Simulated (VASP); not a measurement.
Write the native input for VASP 6.6.1 that does the following.

* Task: single point
* Functional: BLYP
* Dispersion: D4
* Potentials or basis: VASP PAW PBE potentials, release 64 (Br, K_sv)
* Cutoff: 520 eV
* k mesh: 7 × 7 × 7
* Occupations: fermi-dirac, width 0.05 eV
* Spin: no spin polarisation
* Dipole correction: no
* Further INCAR settings: ALGO = Normal; EDIFF = 1e-07; NBANDS = 15

The structure of KBr lies in POSCAR:

```
KBr
1.0
    0.0000000000      3.3203558564      3.3203558564
    3.3203558564      0.0000000000      3.3203558564
    3.3203558564      3.3203558564      0.0000000000
Br K
1 1
Direct
    0.5000000000      0.5000000000      0.5000000000
    0.0000000000      0.0000000000      0.0000000000
```

These files were run (other wordings do the same):

INCAR

```
PREC = Accurate
ENCUT = 520
EDIFF = 1E-7
ISMEAR = -1
SIGMA = 0.05
LREAL = F
LASPH = T
NELM = 60
ALGO = Normal
ISIF = 2
LWAVE = F
LCHARG = T
GGA = B5
ALDAX = 1.0
AGGAX = 1.0
AGGAC = 1.0
ALDAC = 0.0
IVDW = 13
VDW_S6 = 1.0
VDW_S8 = 2.34076671
VDW_A1 = 0.44488865
VDW_A2 = 4.0933009
LELF = T
LVHAR = T
NBANDS = 15
```

KPOINTS

```
regular mesh
0
Gamma
  7 7 7
```

Potentials or basis: VASP PAW PBE potentials, release 64 (Br, K_sv).

Command:

```bash
$ cat potpaw_PBE.64/Br/POTCAR potpaw_PBE.64/K_sv/POTCAR > POTCAR
$ mpirun -np 1 vasp_std > vasp.out
```

It gave:

The pressure is 0.1 GPa, the band gap on the k mesh is 4.39 eV, direct and the dispersion energy per atom is -0.214 eV.

Caveat: the PAW data sets were made with another functional, which shifts forces and pressure a little.

Run time: 30 s on 1 thread of Intel(R) Xeon(R) Platinum 8488C (Sapphire Rapids), on a shared host, peak memory 0.21 GiB.
